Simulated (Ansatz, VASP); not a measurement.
# One calculation of Os, two programs

```
Os
1.0
     2.73938    0.00000    0.00000
    -1.36969    2.37237    0.00000
     0.00000    0.00000    4.31382
Os
2
Direct
  0.33333 0.66667 0.25000
  0.66667 0.33333 0.75000
```

Alike in both runs: task single point; functional r2SCAN; k mesh 13 × 13 × 7; occupations gaussian, width 0.1 eV; no spin polarisation.

|  | VASP | Ansatz |
| --- | --- | --- |
| version | VASP 6.6.1 | Ansatz 0.2.0 |
| potentials or method | VASP PAW PBE potentials, release 64 (Os_sv_GW), cutoff 620 eV | plane waves (500 eV) with PAW, scalar-relativistic |
| valence electrons in the cell | 32 | 32 |

```csv
,VASP,Ansatz,Ansatz less VASP
pressure (GPa),-1.0,-0.2,+0.75
"traceless stress, the component that is largest in VASP (GPa)",-0.06,-0.05,+0.006
```

VASP's potentials were made for PBE, not for r2SCAN.

Spin-orbit coupling is off throughout.
